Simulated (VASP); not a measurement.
A run of VASP 6.6.1 is set up as follows.

The input INCAR:

```
PREC = Accurate ; ENCUT = 600
EDIFF = 1E-7 ; ISMEAR = -1
SIGMA = 0.08 ; LREAL = False
LASPH = True ; NELM = 100
ALGO = Normal ; ISIF = 3
LWAVE = False ; LCHARG = False
GGA = PE ; IBRION = 2
NSW = 60 ; EDIFFG = -0.005
PSTRESS = 4500.0
```

KPOINTS

```
Automatic mesh
0
Gamma
  17 17 17
```

Contents of POSCAR:

```
P
1.0
    0.0000000000      1.8448678163      1.8448678163
    1.8448678163      0.0000000000      1.8448678163
    1.8448678163      1.8448678163      0.0000000000
P
2
Direct
   -0.1250000000     -0.1250000000     -0.1250000000
    0.1250000000      0.1250000000      0.1250000000
```

Potentials or basis: VASP PAW PBE potentials, release 64 (P).

Launch:

```sh
$ cat potpaw_PBE.64/P/POTCAR > POTCAR
$ mpirun -np 1 vasp_std > vasp.out
```

(1) Predict the relaxed cell.

(2) What does it give for the relaxed volume?

Results:

(1) a = 2.792 Å, b = 2.792 Å, c = 2.792 Å, α = 60.00°, β = 60.00°, γ = 60.00°.

(2) 7.70 Å³/atom.

Caveat: the cell is relaxed towards a set pressure, so the enthalpy falls and the energy may rise; the volume moved by over 15 % at a fixed basis, so the end points are rough.
